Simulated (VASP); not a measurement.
Al, 1 atom in the cell. It takes space group P6/mmm (No. 191, hexagonal). The conventional cell has a = 2.745 Å, b = 2.745 Å, c = 2.565 Å, α = 90.00°, β = 90.00°, γ = 120.00°. Al (site symmetry 6/mmm) has 8 Al at 2.57 to 2.75 Å within 3.4 Å. 

* Program: VASP 6.6.1
* Task: single point
* Functional: PBEsol
* Potentials or basis: VASP PAW PBE potentials, release 64 (Al)
* Cutoff: 520 eV
* k mesh: 9 × 9 × 8
* Occupations: gaussian, width 0.1 eV
* Spin: no spin polarisation
* Dipole correction: no
* Further INCAR settings: ALGO = Normal; EDIFF = 1e-07; NBANDS = 8

Potentials or basis: VASP PAW PBE potentials, release 64 (Al).

The run is started by

```sh
$ cat potpaw_PBE.64/Al/POTCAR > POTCAR
$ mpirun -np 1 vasp_std > vasp.out
```

Hardware: 1 thread of Intel(R) Xeon(R) 6975P-C (Granite Rapids), on a shared host.

Problem. How long does it take, and how much memory?

Solution. Wall time 2.6 s on 1 thread of Intel(R) Xeon(R) 6975P-C (Granite Rapids) (shared host), peak memory 0.11 GiB. Counts: scf iterations 11, k points 60.
